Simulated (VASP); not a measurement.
# Ti (I4/mmm) in VASP: notebook, part 2 of 2

VASP 6.6.1. Earlier steps stand in the parts before.

## 3. Single point, PBEsol (equal xx and yy strain of -2 %)

Input file INCAR:

```
ALGO = Normal ; EDIFF = 1E-6
ENCUT = 520 ; GGA = PS
ISIF = 2 ; ISMEAR = -1
LASPH = T ; LCHARG = F
LREAL = F ; LWAVE = F
NBANDS = 12 ; NELM = 80
PREC = Accurate ; SIGMA = 0.05
```

Input file KPOINTS:

```
k-points
0
Gamma
  14 14 14
```

Input file POSCAR:

```
Ti
1.0
   -1.6081800000      1.6081800000      1.6410000000
    1.6081800000     -1.6081800000      1.6410000000
    1.6081800000      1.6081800000     -1.6410000000
Ti
1
Direct
    0.0000000000      0.0000000000      0.0000000000
```

Potentials or basis: VASP PAW PBE potentials, release 64 (Ti_sv).

Launch:

```console
cat potpaw_PBE.64/Ti_sv/POTCAR > POTCAR
mpirun -np 1 vasp_std > vasp.out
```

OUTCAR:

```text
EDIFF = 1E-6
   ENCUT = 520
   GGA = PS
   ISIF = 2
   ISMEAR = -1
   LASPH = T
   LREAL = F
   NELM = 80
   PREC = Accurate

 ion  position               nearest neighbor table
   1  0.000  0.000  0.000-

  LATTYP: Found a body centered tetragonal cell.
 ALAT       =     3.2163600000
 C/A-ratio  =     1.0204081633

  Lattice vectors:

 A1 = (  -1.6081800000,   1.6081800000,   1.6410000000)
 A2 = (   1.6081800000,  -1.6081800000,   1.6410000000)
 A3 = (   1.6081800000,   1.6081800000,  -1.6410000000)

Analysis of symmetry for initial positions (statically):
=====================================================================
 Subroutine PRICEL returns:
 Original cell was already a primitive cell.

 Routine SETGRP: Setting up the symmetry group for a
 body centered tetragonal supercell.

 Subroutine GETGRP returns: Found 16 space group operations
 (whereof 16 operations were pure point group operations)
 out of a pool of 16 trial point group operations.

The static configuration has the point symmetry D_4h.

Analysis of symmetry for dynamics (positions and initial velocities):
=====================================================================
 Subroutine PRICEL returns:
 Original cell was already a primitive cell.

 Routine SETGRP: Setting up the symmetry group for a
 body centered tetragonal supercell.

 Subroutine GETGRP returns: Found 16 space group operations
 (whereof 16 operations were pure point group operations)
 out of a pool of 16 trial point group operations.

The dynamic configuration has the point symmetry D_4h.

 Subroutine INISYM returns: Found 16 space group operations
 (whereof 16 operations are pure point group operations),
 and found     1 'primitive' translations

----------------------------------------------------------------------------------------

                                     Primitive cell

[... 108 lines left out ...]
     AMIX_MAG =   1.60;   BMIX_MAG =  1.00
  volume/ion in A,a.u.               =      16.98       114.56
  Fermi-wavevector in a.u.,A,eV,Ry     =   1.458330  2.755845 28.935888  2.126728
  Thomas-Fermi vector in A             =   2.575027
   LORBIT       =      0    0 simple, 1 ext, 2 COOP (PROOUT), +10 PAW based schemes
   GGA     = PS    functional components
   LHFCALC =     F    Hartree Fock is set to
   AEXX    =    0.0000 exact exchange contribution
   IVDW    =     0    specifies the selected vdW correction
   LEPSILON=     F    determine dielectric tensor
   LRPA    =     F    only Hartree local field effects (RPA)
 non-spin polarized calculation
  energy-cutoff  :      520.00
  volume of cell :       16.98
 maximum number of plane-waves:       474
 NGX is ok and might be reduce to    24
   NGX = 11   NGY = 11   NGZ = 11

 number of electron      11.9999997 magnetization

 Free energy of the ion-electron system (eV)
  ---------------------------------------------------
  ext. energy  EPLUGINS =         0.00000000
  ---------------------------------------------------
  free energy    TOTEN  =        -8.23962459 eV

  energy without entropy =       -8.22004257  energy(sigma->0) =       -8.22983358

 E-fermi :   8.1867     XC(G=0): -11.7414

 val. band max:        8.1867057917   @ k =   0.5000   0.2143  -0.0000
 cond. band min:       8.1902880765   @ k =   0.5000   0.2857   0.0714
 fundamental gap:      0.0035822848
 Fermi energy:         8.1867230502

 k-point     1 :       0.0000    0.0000    0.0000
  band No.  band energies     occupation
      1     -48.0600      2.00000
      2     -23.9829      2.00000
      3     -23.9829      2.00000
      4     -23.9815      2.00000
      5       2.1932      2.00000
      6       9.1509      0.00000
      7       9.1509      0.00000
      8       9.2964      0.00000
      9      10.9316      0.00000
     10      11.1024      0.00000
     11      25.5412      0.00000
     12      25.9013      0.00000
[... 331 lines left out ...]
 k-point    24 :       0.2857    0.1429   -0.0000
  band No.  band energies     occupation
      1     -47.9326      2.00000
      2     -24.5693      2.00000
      3     -24.2009      2.00000
      4     -24.0257      2.00000
      5       5.6925      2.00000
      6       7.9525      1.98169
      7       8.2699      0.31844
      8      10.7477      0.00000
      9      11.3214      0.00000
     10      12.3884      0.00000
     11      19.4337      0.00000
     12      21.7193      0.00000

 [... further k-points ...]
[... 5 lines left out ...]
  --------------------------------------------------------------------------------------
  -------------------------------------------------------------------------------------
  Total       -0.3319836     -0.3319836     -0.2857187      0.0000000      0.0000000      0.0000000
  in kB      -31.3320828    -31.3320828    -26.9656803      0.0000000      0.0000000      0.0000000
  external PRESSURE =     -29.8766153 kB  Pullay stress =       0.0000000 kB

 VOLUME and BASIS-vectors are now :
 -----------------------------------------------------------------------------
  energy-cutoff  :      520.00
  volume of cell :       16.98
      direct lattice vectors                 reciprocal lattice vectors
    -1.608180000  1.608180000  1.641000000     0.000000000  0.310910470  0.304692261
     1.608180000 -1.608180000  1.641000000     0.310910470  0.000000000  0.304692261
     1.608180000  1.608180000 -1.641000000     0.310910470  0.310910470  0.000000000

 POSITION                                       TOTAL-FORCE (eV/Angst)
 -----------------------------------------------------------------------------------
      0.00000      0.00000      0.00000         0.000000     -0.000000     -0.000000
 -----------------------------------------------------------------------------------
    total drift:                               -0.000000      0.000000      0.000000

  FREE ENERGIE OF THE ION-ELECTRON SYSTEM (eV)
  ---------------------------------------------------
  free  energy   TOTEN  =        -8.2396245872 eV

  energy  without entropy=       -8.2200425696  energy(sigma->0) =       -8.22983358
```

OSZICAR:

```text
N       E                     dE             d eps       ncg     rms          rms(c)
DAV:   1     0.858600543151E+02    0.85860E+02   -0.65219E+03  5876   0.121E+03
DAV:   2    -0.505838647767E+01   -0.90918E+02   -0.88553E+02  5960   0.297E+02
DAV:   3    -0.927998293989E+01   -0.42216E+01   -0.41718E+01  8140   0.647E+01
DAV:   4    -0.937139599191E+01   -0.91413E-01   -0.91303E-01  6608   0.829E+00
DAV:   5    -0.937359780541E+01   -0.22018E-02   -0.22017E-02  6876   0.112E+00    0.883E+00
DAV:   6    -0.823724922759E+01    0.11363E+01   -0.26444E+00  6360   0.231E+01    0.216E+00
DAV:   7    -0.822994687597E+01    0.73024E-02   -0.81695E-02  7016   0.304E+00    0.128E+00
DAV:   8    -0.823919564233E+01   -0.92488E-02   -0.37970E-02  6128   0.231E+00    0.119E-01
DAV:   9    -0.823958638713E+01   -0.39074E-03   -0.27205E-03  7116   0.521E-01    0.821E-02
DAV:  10    -0.823964342144E+01   -0.57034E-04   -0.32150E-04  6208   0.203E-01    0.153E-02
DAV:  11    -0.823962483014E+01    0.18591E-04   -0.29634E-05  6644   0.842E-02    0.964E-03
DAV:  12    -0.823962458721E+01    0.24293E-06   -0.24029E-06  6340   0.174E-02
   1 F= -.82396246E+01 E0= -.82298336E+01  d E =-.195820E-01
```

stdout:

```text
POSCAR found type information on POSCAR Ti
 POSCAR found :  1 types and       1 ions
 scaLAPACK will be used
 -----------------------------------------------------------------------------
|                                                                             |
|                                                                             |
|     You enforced a specific xc type in the INCAR file but a different       |
|     I HOPE YOU KNOW WHAT YOU ARE DOING!                                     |
|                                                                             |
 -----------------------------------------------------------------------------

 LDA part: xc-table for (Slater+PW92), standard interpolation
 POSCAR, INCAR and KPOINTS ok, starting setup
 FFT: planning ... GRIDC
 FFT: planning ... GRID_SOFT
 FFT: planning ... GRID
 WAVECAR not read
 entering main loop
```

Run time: 52 s. Hardware: 1 thread of Intel Xeon 8259CL, shared host; peak memory 0.18 GiB.

Results:

```yaml
Free_energy: -8.2396 eV
Pressure: -3.0 GPa
Band_gap_on_the_k_mesh: zero (bands 6 and 7 overlap by 1.62 eV)
```

Caveat: the cell differs from its parent crystal (equal xx and yy strain of -2 %); the PAW data sets were made with another functional, which shifts forces and pressure a little.
